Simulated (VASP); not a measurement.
# Ca (P6_3/mmc) in VASP: single point with LDA

Aim: the single point of Ca with LDA.

Everything below comes from runs of VASP 6.6.1. Logs are shortened: lines on timing, memory, paths and dates and some standing lists are left out, and cuts for length are marked.

**1. The cell of the first run**

It takes space group P6_3/mmc (No. 194, hexagonal). Conventional cell: a = 3.774 Å, b = 3.774 Å, c = 6.217 Å, α = 90.00°, β = 90.00°, γ = 120.00°. Within 5.0 Å of Ca (site symmetry -6m2) lie 12 Ca at 3.77 to 3.80 Å.

This isn't the form of Ca at room conditions, which is fcc.

**2. Single point, LDA**

INCAR reads:

```
SYSTEM = Ca
PREC = Accurate
ENCUT = 520
EDIFF = 1E-6
ISMEAR = -1
SIGMA = 0.1
LREAL = .False.
LASPH = .True.
NELM = 60
ALGO = Normal
ISIF = 2
LWAVE = .False.
LCHARG = .False.
NBANDS = 17
```

KPOINTS reads:

```
regular mesh
0
Gamma
  16 16 9
  0 0 0
```

POSCAR reads:

```
Ca
1.0
    3.7737110570      0.0000000000      0.0000000000
   -1.8868555285      3.2681296419      0.0000000000
    0.0000000000      0.0000000000      6.2171671237
Ca
2
Direct
    0.3333333333      0.6666666667      0.2500000000
    0.6666666667      0.3333333333      0.7500000000
```

Potentials or basis: VASP PAW LDA potentials, release 64 (Ca_sv).

On the command line:

```bash
$ cat potpaw_LDA.64/Ca_sv/POTCAR > POTCAR
$ mpirun -np 1 vasp_std > vasp.out
```

OUTCAR:

```text
SYSTEM = Ca
   PREC = Accurate
   ENCUT = 520
   EDIFF = 1E-6
   ISMEAR = -1
   LREAL = .False.
   LASPH = .True.
   NELM = 60
   ISIF = 2

 ion  position               nearest neighbor table
   1  0.333  0.667  0.250-
   2  0.667  0.333  0.750-

  LATTYP: Found a hexagonal cell.
 ALAT       =     3.7737110570
 C/A-ratio  =     1.6474942119

  Lattice vectors:

 A1 = (   3.7737110570,   0.0000000000,   0.0000000000)
 A2 = (  -1.8868555285,   3.2681296419,   0.0000000000)
 A3 = (   0.0000000000,   0.0000000000,   6.2171671237)

Analysis of symmetry for initial positions (statically):
=====================================================================
 Subroutine PRICEL returns:
 Original cell was already a primitive cell.

 Routine SETGRP: Setting up the symmetry group for a
 hexagonal supercell.

 Subroutine GETGRP returns: Found 24 space group operations
 (whereof 12 operations were pure point group operations)
 out of a pool of 24 trial point group operations.

The static configuration has the point symmetry D_3d.
 The point group associated with its full space group is D_6h.

Analysis of symmetry for dynamics (positions and initial velocities):
=====================================================================
 Subroutine PRICEL returns:
 Original cell was already a primitive cell.

 Routine SETGRP: Setting up the symmetry group for a
 hexagonal supercell.

 Subroutine GETGRP returns: Found 24 space group operations
 (whereof 12 operations were pure point group operations)
 out of a pool of 24 trial point group operations.

The dynamic configuration has the point symmetry D_3d.
 The point group associated with its full space group is D_6h.

 Subroutine INISYM returns: Found 24 space group operations
 (whereof 12 operations are pure point group operations),
 and found     1 'primitive' translations

----------------------------------------------------------------------------------------

                                     Primitive cell

  volume of cell :      76.6762

  direct lattice vectors                    reciprocal lattice vectors
     3.773711057  0.000000000  0.000000000     0.264991141  0.152992707  0.000000000
    -1.886855528  3.268129642  0.000000000     0.000000000  0.305985414  0.000000000
     0.000000000  0.000000000  6.217167124     0.000000000  0.000000000  0.160844960

  length of vectors
     3.773711057  3.773711057  6.217167124     0.305985414  0.305985414  0.160844960

  position of ions in fractional coordinates (direct lattice)
     0.333333333  0.666666667  0.250000000
     0.666666667  0.333333333  0.750000000

  ion indices of the primitive-cell ions
   primitive index   ion index
                 1           1
                 2           2

----------------------------------------------------------------------------------------

 KPOINTS: regular mesh

Automatic generation of k-mesh.
 Grid dimensions read from file:
 generate k-points for:   16   16    9

 Generating k-lattice:

  Cartesian coordinates                     Fractional coordinates (reciprocal lattice)
     0.016561946  0.009562044  0.000000000     0.062500000  0.000000000  0.000000000
     0.000000000  0.019124088  0.000000000     0.000000000  0.062500000  0.000000000
     0.000000000  0.000000000  0.017871662     0.000000000  0.000000000  0.111111111

  Length of vectors
     0.019124088  0.019124088  0.017871662

  Shift w.r.t. Gamma in fractional coordinates (k-lattice)
     0.000000000  0.000000000  0.000000000

 Subroutine IBZKPT returns following result:
 ===========================================

 Found    150 irreducible k-points:

 Following reciprocal coordinates:
            Coordinates               Weight
  0.000000  0.000000  0.000000      1.000000
  0.062500  0.000000  0.000000      6.000000
  0.125000  0.000000  0.000000      6.000000
  0.187500  0.000000  0.000000      6.000000
  0.250000  0.000000  0.000000      6.000000
  0.312500  0.000000  0.000000      6.000000
[... 16 lines left out ...]
  0.187500  0.187500  0.000000      6.000000
  0.250000  0.187500  0.000000     12.000000
 [... further k-points ...]
   k-points           NKPTS =    150   k-points in BZ     NKDIM =    150   number of bands    NBANDS=     17
   number of dos      NEDOS =    301   number of ions     NIONS =      2
   total plane-waves  NPLWV =  37632
   dimension x,y,z NGX =    28 NGY =   28 NGZ =   48
   dimension x,y,z NGXF=    56 NGYF=   56 NGZF=   96
   ions per type =               2
   NGX,Y,Z   is equivalent  to a cutoff of  12.34, 12.34, 12.84 a.u.
   NGXF,Y,Z  is equivalent  to a cutoff of  24.67, 24.67, 25.67 a.u.
 SYSTEM =  Ca
   PREC   = accura    normal or accurate (medium, high low for compatibility)
   ISTART =      0    job   : 0-new  1-cont  2-samecut
   ICHARG =      2    charge: 1-file 2-atom 10-const
   ISPIN  =      1    spin polarized calculation?
   LNONCOLLINEAR =      F non collinear calculations
   LSORBIT =      F    spin-orbit coupling
   LASPH  =      T    aspherical Exc in radial PAW
   ENCUT  =  520.0 eV  38.22 Ry    6.18 a.u.   7.02  7.02 11.56*2*pi/ulx,y,z
   NELM   =     60;   NELMIN=  2; NELMDL= -5     # of ELM steps
   EDIFF  = 0.1E-05   stopping-criterion for ELM
   LREAL  =      F    real-space projection
   EDIFFG = 0.1E-04   stopping-criterion for IOM
   NSW    =      0    number of steps for IOM
   IBRION =     -1    ionic relax: 0-MD 1-quasi-New 2-CG
   NFREE  =      0    steps in history (QN), initial steepest desc. (CG)
   ISIF   =      2    stress and relaxation
   ISYM   =      2    0-nonsym 1-usesym 2-fastsym
   POTIM  = 0.5000    time-step for ionic-motion
   TEBEG  =    0.0;   TEEND  =   0.0 temperature during run
   PSTRESS=    0.0 pullay stress
   NELECT =      20.0000    total number of electrons
   NUPDOWN=      -1.0000    fix difference up-down
   EMIN   =  10.00;   EMAX   =-10.00  energy-range for DOS
   EFERMI =   0.00;   METHOD = LEGACY
   ISMEAR =    -1;   SIGMA  =   0.10  broadening in eV -4-tet -1-fermi 0-gaus
   EFERMI_NEDOS =   21; number of points for ismear=-14 and -15
   IALGO  =     38    algorithm
   IMIX   =      4    mixing-type and parameters
     AMIX     =   0.40;   BMIX     =  1.00
     AMIX_MAG =   1.60;   BMIX_MAG =  1.00
  volume/ion in A,a.u.               =      38.34       258.72
  Fermi-wavevector in a.u.,A,eV,Ry     =   1.045999  1.976652 14.886328  1.094114
  Thomas-Fermi vector in A             =   2.180819
   LORBIT       =      0    0 simple, 1 ext, 2 COOP (PROOUT), +10 PAW based schemes
   GGA     = CA    functional components
   LHFCALC =     F    Hartree Fock is set to
   AEXX    =    0.0000 exact exchange contribution
   IVDW    =     0    specifies the selected vdW correction
   LEPSILON=     F    determine dielectric tensor
   LRPA    =     F    only Hartree local field effects (RPA)
 non-spin polarized calculation
  energy-cutoff  :      520.00
  volume of cell :       76.68
 maximum number of plane-waves:      2081
 NGX is ok and might be reduce to    28
   NGX = 13   NGY = 13   NGZ = 23

 number of electron      20.0000003 magnetization

 Free energy of the ion-electron system (eV)
  ---------------------------------------------------
  ext. energy  EPLUGINS =         0.00000000
  ---------------------------------------------------
  free energy    TOTEN  =        -4.44343127 eV

  energy without entropy =       -4.35709603  energy(sigma->0) =       -4.40026365

 E-fermi :   2.1990     XC(G=0):  -8.2786

 val. band max:        2.1889210743   @ k =   0.3125   0.2500   0.0000
 cond. band min:       2.2062765571   @ k =   0.3125   0.2500   0.1111
 fundamental gap:      0.0173554829
 Fermi energy:         2.1990343897

 k-point     1 :       0.0000    0.0000    0.0000
  band No.  band energies     occupation
      1     -39.1530      2.00000
      2     -39.1309      2.00000
      3     -20.5419      2.00000
      4     -20.3746      2.00000
      5     -20.3746      2.00000
      6     -20.3482      2.00000
[... 9 lines left out ...]
     16       4.8476      0.00000
     17       5.3069      0.00000

 k-point     2 :       0.0625    0.0000    0.0000
  band No.  band energies     occupation
      1     -39.1522      2.00000
      2     -39.1305      2.00000
      3     -20.5393      2.00000
      4     -20.3807      2.00000
      5     -20.3765      2.00000
      6     -20.3545      2.00000
[... 9 lines left out ...]
     16       4.8963      0.00000
     17       5.2255      0.00000

 k-point     3 :       0.1250    0.0000    0.0000
  band No.  band energies     occupation
      1     -39.1499      2.00000
      2     -39.1294      2.00000
      3     -20.5318      2.00000
      4     -20.3981      2.00000
      5     -20.3819      2.00000
      6     -20.3724      2.00000
[... 9 lines left out ...]
     16       5.0174      0.00000
     17       5.0425      0.00000

 k-point     4 :       0.1875    0.0000    0.0000
  band No.  band energies     occupation
      1     -39.1465      2.00000
      2     -39.1277      2.00000
      3     -20.5199      2.00000
      4     -20.4243      2.00000
      5     -20.3988      2.00000
      6     -20.3897      2.00000
[... 9 lines left out ...]
     16       4.9581      0.00000
     17       4.9667      0.00000
[... 343 lines left out ...]
      1     -39.1287      2.00000
      2     -39.1225      2.00000
      3     -20.5298      2.00000
      4     -20.4991      2.00000
      5     -20.4458      2.00000
      6     -20.4351      2.00000
[... 9 lines left out ...]
     16       6.1501      0.00000
     17       6.4227      0.00000

 k-point    23 :       0.1875    0.1875    0.0000
  band No.  band energies     occupation
      1     -39.1368      2.00000
      2     -39.1239      2.00000
      3     -20.4836      2.00000
      4     -20.4714      2.00000
      5     -20.4714      2.00000
      6     -20.4112      2.00000
[... 9 lines left out ...]
     16       5.3057      0.00000
     17       5.7525      0.00000

 k-point    24 :       0.2500    0.1875    0.0000
  band No.  band energies     occupation
      1     -39.1330      2.00000
      2     -39.1229      2.00000
      3     -20.4942      2.00000
      4     -20.4823      2.00000
      5     -20.4675      2.00000
      6     -20.4254      2.00000
[... 9 lines left out ...]
     16       5.5119      0.00000
     17       6.0284      0.00000

 [... further k-points ...]
[... 5 lines left out ...]
  --------------------------------------------------------------------------------------
  -------------------------------------------------------------------------------------
  Total       -0.0012120     -0.0012120     -0.0245286      0.0000000     -0.0000000      0.0000000
  in kB       -0.0253260     -0.0253260     -0.5125337      0.0000000     -0.0000000      0.0000000
  external PRESSURE =      -0.1877285 kB  Pullay stress =       0.0000000 kB

 VOLUME and BASIS-vectors are now :
 -----------------------------------------------------------------------------
  energy-cutoff  :      520.00
  volume of cell :       76.68
      direct lattice vectors                 reciprocal lattice vectors
     3.773711057  0.000000000  0.000000000     0.264991141  0.152992707  0.000000000
    -1.886855528  3.268129642  0.000000000     0.000000000  0.305985414  0.000000000
     0.000000000  0.000000000  6.217167124     0.000000000  0.000000000  0.160844960

 POSITION                                       TOTAL-FORCE (eV/Angst)
 -----------------------------------------------------------------------------------
     -0.00000      2.17875      1.55429         0.000000     -0.000000      0.000000
      1.88686      1.08938      4.66288        -0.000000      0.000000      0.000000
 -----------------------------------------------------------------------------------
    total drift:                                0.000000     -0.000000      0.000000

  FREE ENERGIE OF THE ION-ELECTRON SYSTEM (eV)
  ---------------------------------------------------
  free  energy   TOTEN  =        -4.4434312671 eV

  energy  without entropy=       -4.3570960294  energy(sigma->0) =       -4.40026365
```

Wall time 3.3 min (1 thread of Intel Xeon 8259CL, shared host); peak memory 0.28 GiB.

Results:

```
Free energy            : -4.4434 eV
Pressure               : 0.0 GPa
Band gap on the k mesh : zero (bands 10 and 11 overlap by 0.30 eV)
```
